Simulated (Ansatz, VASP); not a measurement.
## LiF in VASP and in Ansatz

Contents of INCAR:

```
SYSTEM = LiF
ALGO     = Normal         ! electronic algorithm
EDIFF    = 1E-7           ! SCF threshold, eV
ENCUT    = 520            ! plane-wave cutoff, eV
GGA      = PE             ! functional
ISIF     = 2              ! what is computed and relaxed
ISMEAR   = 0              ! smearing method
LASPH    = .True.         ! aspherical terms in the spheres
LCHARG   = .True.         ! write CHGCAR
LELF     = .True.         ! ELF
LREAL    = .False.        ! projectors in reciprocal space
LVHAR    = .True.       
LWAVE    = .False.        ! write WAVECAR
NBANDS   = 12             ! bands
NELM     = 60             ! most SCF steps
PREC     = Accurate       ! precision mode
SIGMA    = 0.05           ! smearing width, eV
```

Contents of KPOINTS:

```
k-points
0
Gamma
  10 10 10
  0 0 0
```

The input POSCAR:

```
LiF
1.0
    2.5595330000      0.0000000000      0.0000000000
    0.0000000000      2.5595330000      0.0000000000
    0.0000000000      0.0000000000      2.5595330000
Li F
1 1
Direct
    0.0000000000      0.0000000000      0.0000000000
    0.4943607851      0.4943607851      0.4943607851
```

Input for Ansatz:

```yaml
crystal:
  lattice:
    - [2.559533, 0.0, 0.0]
    - [0.0, 2.559533, 0.0]
    - [0.0, 0.0, 2.559533]
  atoms:
    - { symbol: Li, position: [0.0, 0.0, 0.0] }
    - { symbol: F, position: [0.4943607851, 0.4943607851, 0.4943607851] }
basis:
  ecutwfc: 420
kpoints:
  mp_grid: { grid: [10, 10, 10] }
hamiltonian:
  xc: pbe
scf:
  occupations: { method: gaussian, width: 0.05 }
output:
  forces: true
  stress: true
  eigenvalues: true
```

Change from the starting cell: all F atoms moved +0.025 Å, as atom 2 towards its neighbour atom 1 (Li) at 2.217 Å.

Alike in both runs: task single point; functional PBE; k mesh 10 × 10 × 10; occupations gaussian, width 0.05 eV; no spin polarisation.

|  | VASP | Ansatz |
| --- | --- | --- |
| version | VASP 6.6.1 | Ansatz 0.2.0 |
| potentials or method | VASP PAW PBE potentials, release 64 (Li_sv, F), cutoff 520 eV | scalar-relativistic, plane waves, PAW |
| valence electrons in the cell | 10 | 10 |

|  | VASP | Ansatz | Ansatz less VASP |
| --- | --- | --- | --- |
| gap on the k mesh at the Fermi level (eV) | 7.51 | 7.50 | -0.009 |
| least direct gap on the mesh (eV) | 8.18 | 8.17 | -0.008 |
| rms of the force components (eV/Å) | 0.005 | 0.005 | +0.0002 |

Atom by atom the forces differ by 0.000 eV/Å (rms over components). The functional is the same, so the differences come from potentials, cutoffs and numerics.

Noted on VASP's run: the cutoff is short for stress, so the pressure is rough.
